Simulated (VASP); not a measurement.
The system is YGaS.

```
CELL_PARAMETERS angstrom
4.33070 0.00000 0.00000
0.00000 4.33070 0.00000
0.00000 0.00000 6.12453
ATOMIC_POSITIONS crystal
Y 0.50000 0.50000 0.25000
Y 0.50000 0.50000 0.75000
Ga 0.00000 0.00000 0.75000
Ga 0.00000 0.00000 0.25000
S 0.00000 0.50000 0.00000
S 0.50000 0.00000 0.50000
```

| Quantity | Value |
| --- | --- |
| Program | VASP 6.6.1 |
| Task | relaxation of cell and atoms |
| Functional | PBE |
| Potentials or basis | VASP PAW PBE potentials, release 64 (Y_sv, Ga_d, S) |
| Cutoff | 600 eV |
| k mesh | 4 × 4 × 4 |
| Occupations | gaussian, width 0.1 eV |
| Spin | no spin polarisation |

At the start: pressure 13.8 GPa; volume 19.14 Å³/atom.

Q: How do energy, volume and symmetry change on relaxing?

A: Over 11 steps the energy falls by 256.1 meV/atom and the volume is 22.66 Å³/atom (+18.4 %); space group P4_2/mmc (No. 131, to 0.1 Å) before and after.

The path:
| step | energy change (eV) | largest force (eV/Å) | pressure (GPa) | volume (Å³) |
| --- | --- | --- | --- | --- |
| 1 | 0.0000 | 0.0000 | 13.82 | 114.87 |
| 2 | -1.0673 | 0.0000 | -3.13 | 144.28 |
| 3 | -1.0924 | 0.0000 | -1.41 | 139.19 |
| 4 | -1.0926 | 0.0000 | -1.70 | 139.99 |
| 5 | -1.3250 | 0.0000 | -1.33 | 137.94 |
| 6 | -1.4987 | 0.0000 | 0.13 | 134.80 |
| 7 | -1.1685 | 0.0000 | 6.08 | 127.25 |
| 8 | -1.5238 | 0.0000 | 0.92 | 133.48 |
| 9 | -1.5242 | 0.0000 | 1.25 | 133.02 |
| 10 | -1.5353 | 0.0000 | -0.34 | 137.07 |
| 11 | -1.5368 | 0.0000 | 0.11 | 135.97 |

Final structure:
```
Y Ga S
1.0
     4.21457    0.00000    0.00000
     0.00000    4.21457    0.00000
     0.00000    0.00000    7.65506
Y Ga S
2 2 2
Direct
  0.50000 0.50000 0.25000
  0.50000 0.50000 0.75000
  0.00000 0.00000 0.75000
  0.00000 0.00000 0.25000
  0.00000 0.50000 0.00000
  0.50000 0.00000 0.50000
```

Caveat: the k points lie up to 0.37 Å⁻¹ apart in the final cell; the volume moved by over 15 % at a fixed basis, so the end points are rough.
